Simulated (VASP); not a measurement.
# Cs (Im-3m) in VASP: further runs

Cs is run at these levels: LDA; tasks: single point.

All numbers are computed with VASP 6.6.1; they aren't measurements. Logs are shortened: lines on timing, memory, paths and dates and some standing lists are left out, and cuts for length are marked.

### Step 1. The cell of the first run

The structure is cubic, space group Im-3m (No. 229). The conventional cell has a = 5.768 Å, b = 5.768 Å, c = 5.768 Å, α = 90.00°, β = 90.00°, γ = 90.00°.

### Step 2. Single point, LDA

Contents of INCAR:

```
ALGO = Normal
EDIFF = 1E-7
ENCUT = 520
GGA = CA
ISIF = 2
ISMEAR = 1
LASPH = T
LCHARG = F
LREAL = F
LWAVE = F
NBANDS = 10
NELM = 80
PREC = Accurate
SIGMA = 0.2
```

Contents of KPOINTS:

```
k-points
0
Gamma
  8 8 8
```

Contents of POSCAR:

```
Cs
1.0
   -2.8840810378      2.8840810378      2.8840810378
    2.8840810378     -2.8840810378      2.8840810378
    2.8840810378      2.8840810378     -2.8840810378
Cs
1
Direct
    0.0000000000      0.0000000000      0.0000000000
```

Potentials or basis: VASP PAW LDA potentials, release 64 (Cs_sv).

Command:

```
cat potpaw_LDA.64/Cs_sv/POTCAR > POTCAR
mpirun -np 1 vasp_std > vasp.out
```

OUTCAR:

```text
EDIFF = 1E-7
   ENCUT = 520
   GGA = CA
   ISIF = 2
   ISMEAR = 1
   LASPH = T
   LREAL = F
   NELM = 80
   PREC = Accurate

 ion  position               nearest neighbor table
   1  0.000  0.000  0.000-

  LATTYP: Found a body centered cubic cell.
 ALAT       =     5.7681620756

  Lattice vectors:

 A1 = (  -2.8840810378,   2.8840810378,   2.8840810378)
 A2 = (   2.8840810378,  -2.8840810378,   2.8840810378)
 A3 = (   2.8840810378,   2.8840810378,  -2.8840810378)

Analysis of symmetry for initial positions (statically):
=====================================================================
 Subroutine PRICEL returns:
 Original cell was already a primitive cell.

 Routine SETGRP: Setting up the symmetry group for a
 body centered cubic supercell.

 Subroutine GETGRP returns: Found 48 space group operations
[... 9 lines left out ...]

 Routine SETGRP: Setting up the symmetry group for a
 body centered cubic supercell.

 Subroutine GETGRP returns: Found 48 space group operations
 (whereof 48 operations were pure point group operations)
 out of a pool of 48 trial point group operations.

The dynamic configuration has the point symmetry O_h .

 Subroutine INISYM returns: Found 48 space group operations
 (whereof 48 operations are pure point group operations),
 and found     1 'primitive' translations

----------------------------------------------------------------------------------------

                                     Primitive cell

  volume of cell :      95.9583

  direct lattice vectors                    reciprocal lattice vectors
    -2.884081038  2.884081038  2.884081038     0.000000000  0.173365448  0.173365448
     2.884081038 -2.884081038  2.884081038     0.173365448  0.000000000  0.173365448
     2.884081038  2.884081038 -2.884081038     0.173365448  0.173365448  0.000000000

  length of vectors
     4.995374891  4.995374891  4.995374891     0.245175767  0.245175767  0.245175767

  position of ions in fractional coordinates (direct lattice)
     0.000000000  0.000000000  0.000000000

  ion indices of the primitive-cell ions
   primitive index   ion index
                 1           1

----------------------------------------------------------------------------------------

 KPOINTS: k-points

Automatic generation of k-mesh.
[... 63 lines left out ...]
   LASPH  =      T    aspherical Exc in radial PAW
   ENCUT  =  520.0 eV  38.22 Ry    6.18 a.u.   9.29  9.29  9.29*2*pi/ulx,y,z
   NELM   =     80;   NELMIN=  2; NELMDL= -5     # of ELM steps
   EDIFF  = 0.1E-06   stopping-criterion for ELM
   LREAL  =      F    real-space projection
   EDIFFG = 0.1E-05   stopping-criterion for IOM
   NSW    =      0    number of steps for IOM
   IBRION =     -1    ionic relax: 0-MD 1-quasi-New 2-CG
   NFREE  =      0    steps in history (QN), initial steepest desc. (CG)
   ISIF   =      2    stress and relaxation
   ISYM   =      2    0-nonsym 1-usesym 2-fastsym
   POTIM  = 0.5000    time-step for ionic-motion
   TEBEG  =    0.0;   TEEND  =   0.0 temperature during run
   PSTRESS=    0.0 pullay stress
   NELECT =       9.0000    total number of electrons
   NUPDOWN=      -1.0000    fix difference up-down
   EMIN   =  10.00;   EMAX   =-10.00  energy-range for DOS
   EFERMI =   0.00;   METHOD = LEGACY
   ISMEAR =     1;   SIGMA  =   0.20  broadening in eV -4-tet -1-fermi 0-gaus
   EFERMI_NEDOS =   21; number of points for ismear=-14 and -15
   IALGO  =     38    algorithm
   IMIX   =      4    mixing-type and parameters
     AMIX     =   0.40;   BMIX     =  1.00
     AMIX_MAG =   1.60;   BMIX_MAG =  1.00
  volume/ion in A,a.u.               =      95.96       647.56
  Fermi-wavevector in a.u.,A,eV,Ry     =   0.743809  1.405596  7.527452  0.553252
  Thomas-Fermi vector in A             =   1.839012
   LORBIT       =      0    0 simple, 1 ext, 2 COOP (PROOUT), +10 PAW based schemes
   GGA     = CA    functional components
   LHFCALC =     F    Hartree Fock is set to
   AEXX    =    0.0000 exact exchange contribution
   IVDW    =     0    specifies the selected vdW correction
   LEPSILON=     F    determine dielectric tensor
   LRPA    =     F    only Hartree local field effects (RPA)
 non-spin polarized calculation
 Methfessel and Paxton  Order N= 1 SIGMA  =   0.20
  energy-cutoff  :      520.00
  volume of cell :       95.96
 maximum number of plane-waves:      2616
 NGX is ok and might be reduce to    40
   NGX = 19   NGY = 19   NGZ = 19

 number of electron       8.9999998 magnetization

 Free energy of the ion-electron system (eV)
  ---------------------------------------------------
  ext. energy  EPLUGINS =         0.00000000
  ---------------------------------------------------
  free energy    TOTEN  =        -0.99060179 eV

  energy without entropy =       -0.98556203  energy(sigma->0) =       -0.98892187

 E-fermi :   0.7761     XC(G=0):  -6.0285

 val. band max:        0.7639164968   @ k =   0.3750   0.1250   0.0000
 cond. band min:       0.8362948562   @ k =   0.2500   0.2500   0.0000
 fundamental gap:      0.0723783594
 Fermi energy:         0.7760801757

 k-point     1 :       0.0000    0.0000    0.0000
  band No.  band energies     occupation
      1     -22.9546      2.00000
      2      -9.6495      2.00000
      3      -9.6495      2.00000
      4      -9.6495      2.00000
      5      -1.0975      2.00000
      6       3.2984     -0.00000
      7       3.2984     -0.00000
      8       3.2984     -0.00000
      9       4.3433     -0.00000
     10       4.3433     -0.00000
[... 287 lines left out ...]
 k-point    24 :      -0.3750    0.3750    0.2500
  band No.  band energies     occupation
      1     -22.9346      2.00000
      2      -9.8410      2.00000
      3      -9.7684      2.00000
      4      -9.7446      2.00000
      5       0.9470     -0.00550
      6       1.8121     -0.00000
      7       3.1093     -0.00000
      8       3.1658     -0.00000
      9       4.1608     -0.00000
     10       4.9113      0.00000

 [... further k-points ...]
[... 5 lines left out ...]
  --------------------------------------------------------------------------------------
  -------------------------------------------------------------------------------------
  Total       -0.0106756     -0.0106756     -0.0106756     -0.0000000     -0.0000000     -0.0000000
  in kB       -0.1782462     -0.1782462     -0.1782462     -0.0000000     -0.0000000     -0.0000000
  external PRESSURE =      -0.1782462 kB  Pullay stress =       0.0000000 kB

 VOLUME and BASIS-vectors are now :
 -----------------------------------------------------------------------------
  energy-cutoff  :      520.00
  volume of cell :       95.96
      direct lattice vectors                 reciprocal lattice vectors
    -2.884081038  2.884081038  2.884081038     0.000000000  0.173365448  0.173365448
     2.884081038 -2.884081038  2.884081038     0.173365448  0.000000000  0.173365448
     2.884081038  2.884081038 -2.884081038     0.173365448  0.173365448  0.000000000

 POSITION                                       TOTAL-FORCE (eV/Angst)
 -----------------------------------------------------------------------------------
      0.00000      0.00000      0.00000        -0.000000      0.000000      0.000000
 -----------------------------------------------------------------------------------
    total drift:                               -0.000000     -0.000000     -0.000000

  FREE ENERGIE OF THE ION-ELECTRON SYSTEM (eV)
  ---------------------------------------------------
  free  energy   TOTEN  =        -0.9906017942 eV

  energy  without entropy=       -0.9855620340  energy(sigma->0) =       -0.98892187
```

OSZICAR:

```text
N       E                     dE             d eps       ncg     rms          rms(c)
DAV:   1     0.472884077796E+02    0.47288E+02   -0.30825E+03   580   0.649E+02
DAV:   2     0.343290790260E+01   -0.43855E+02   -0.42444E+02   706   0.110E+02
DAV:   3    -0.936450445824E+00   -0.43694E+01   -0.43619E+01   670   0.388E+01
DAV:   4    -0.992405189069E+00   -0.55955E-01   -0.55942E-01   714   0.535E+00
DAV:   5    -0.992684178602E+00   -0.27899E-03   -0.27897E-03   746   0.331E-01    0.147E-01
DAV:   6    -0.991097758073E+00    0.15864E-02   -0.21799E-03   698   0.212E-01    0.854E-02
DAV:   7    -0.990576298560E+00    0.52146E-03   -0.27226E-03   678   0.236E-01    0.382E-02
DAV:   8    -0.990601043727E+00   -0.24745E-04   -0.53091E-05   688   0.507E-02    0.376E-03
DAV:   9    -0.990601656182E+00   -0.61245E-06   -0.99699E-07   730   0.517E-03    0.205E-03
DAV:  10    -0.990601792866E+00   -0.13668E-06   -0.29661E-07   664   0.258E-03    0.264E-04
DAV:  11    -0.990601794165E+00   -0.12988E-08   -0.28424E-09   340   0.322E-04
   1 F= -.99060179E+00 E0= -.98892187E+00  d E =-.503976E-02
```

Run time: 19 s. Hardware: 1 thread of Intel Xeon Platinum 8488C (Sapphire Rapids), shared host; peak memory 0.19 GiB.

What came out:

```yaml
Free_energy: -0.9906 eV
Pressure: 0.0 GPa
```

Caveat: spin-orbit coupling is left out, which moves the levels of the heavy elements.

### Step 3. Single point, LDA

Contents of INCAR:

```
  ALGO = Normal
  EDIFF = 1E-6
  ENCUT = 520
  ISIF = 2
  ISMEAR = 1
  LASPH = True
  LCHARG = False
  LREAL = False
  LWAVE = False
  NBANDS = 10
  NELM = 60
  PREC = Accurate
  SIGMA = 0.3
```

KPOINTS is that of step 2.

POSCAR is that of step 2.

Potentials or basis: VASP PAW LDA potentials, release 64 (Cs_sv).

Command:

```
cat potpaw_LDA.64/Cs_sv/POTCAR > POTCAR
mpirun -np 1 vasp_std > vasp.out
```

Wall time 17 s (1 thread of Intel Xeon Platinum 8488C (Sapphire Rapids), shared host); peak memory 0.19 GiB.

The run converged. Its results:

```
Free energy : -0.9929 eV
Pressure    : 0.0 GPa
```

Levels at points of the mesh, in eV from the Fermi level:
```
           k point  band 2  band 3  band 4  band 5  band 6  band 7  band 8  band 9
(0.00, 0.00, 0.00)  -10.42  -10.42  -10.42   -1.87    2.52    2.52    2.52    3.57
(0.50, 0.00, 0.00)  -10.68  -10.51  -10.43   -0.08    1.17    1.56    3.43    4.08
(0.50, 0.50, 0.50)  -10.60  -10.60  -10.60    0.49    0.49    3.52    3.52    3.52
```

Caveat: spin-orbit coupling is left out, which moves the levels of the heavy elements.

### Step 4. Single point, LDA

Contents of INCAR:

```
  PREC = Accurate
  ENCUT = 520
  EDIFF = 1E-6
  ISMEAR = 1
  SIGMA = 0.6
  LREAL = F
  LASPH = T
  NELM = 80
  ALGO = Normal
  ISIF = 2
  LWAVE = F
  LCHARG = F
  GGA = CA
  NBANDS = 10
```

Contents of KPOINTS:

```
regular mesh
0
Gamma
  8 8 8
```

POSCAR is that of step 3.

Command:

```
cat potpaw_LDA.64/Cs_sv/POTCAR > POTCAR
mpirun -np 1 vasp_std > vasp.out
```

Run time: 16 s. Hardware: 1 thread of Intel Xeon Platinum 8488C (Sapphire Rapids), shared host; peak memory 0.19 GiB.

It converged, with:

| Quantity | Value |
| --- | --- |
| Free energy | -0.9967 eV |
| Pressure | 0.0 GPa |

Levels at points of the mesh, in eV from the Fermi level:
```tsv
k point	band 3	band 4	band 5	band 6	band 7	band 8
(0.00, 0.00, 0.00)	-10.43	-10.43	-1.88	2.52	2.52	2.52
(0.50, 0.00, 0.00)	-10.51	-10.43	-0.08	1.16	1.56	3.42
(0.50, 0.50, 0.50)	-10.61	-10.61	0.49	0.49	3.51	3.51
```

Caveat: spin-orbit coupling is left out, which moves the levels of the heavy elements.

(Part 1 of 3 ends here.)
